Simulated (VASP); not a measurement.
Input of a VASP 6.6.1 run:

INCAR

```
PREC = Accurate ; ENCUT = 500
EDIFF = 1E-6 ; ISMEAR = 0
SIGMA = 0.1 ; LREAL = False
LASPH = True ; NELM = 200
ALGO = Normal ; ISIF = 2
LWAVE = False ; LCHARG = False
GGA = PE ; NBANDS = 25
GGA_COMPAT = False ; LMAXMIX = 6
```

File KPOINTS:

```
regular mesh
0
Gamma
  4 4 4
```

POSCAR

```
CaDyAs3
1.0
    4.7411902700      0.0000000000      0.0000000000
    0.0000000000      4.7411902700      0.0000000000
    0.0000000000      0.0000000000      5.2188982400
Ca Dy As
1 1 3
Direct
    0.5000000000      0.5000000000      0.3633464000
    0.0000000000      0.0000000000      0.7515355500
    0.5000000000      0.5000000000      0.8392945800
    0.5000000000      0.0000000000      0.2143200600
    0.0000000000      0.5000000000      0.2143200600
```

Potentials or basis: VASP PAW PBE potentials, release 64 (Ca_sv, Dy_3, As), 4f in core.

Run with:

```console
$ cat potpaw_PBE.64/Ca_sv/POTCAR potpaw_PBE.64/Dy_3/POTCAR potpaw_PBE.64/As/POTCAR > POTCAR
$ mpirun -np 1 vasp_std > vasp.out
```

Task: Predict the band gap on the k mesh.

Result: Zero (bands 17 and 18 overlap by 0.64 eV).

Task: Estimate the largest force.

Result: 0.954 eV/Å.

Task: Estimate the pressure.

Result: 8.4 GPa.

Stress tensor (GPa, compression positive):
```
7.99 0.00 0.00
0.00 7.99 0.00
0.00 0.00 9.24
```

Caveat: the cell stands under pressure; spin-orbit coupling is left out, which moves the levels of the heavy elements; the 4f electrons are frozen in the core, so they carry no moment and show no levels. Spin polarisation is off, so any magnetic state and its effect on volume and gap are missing.
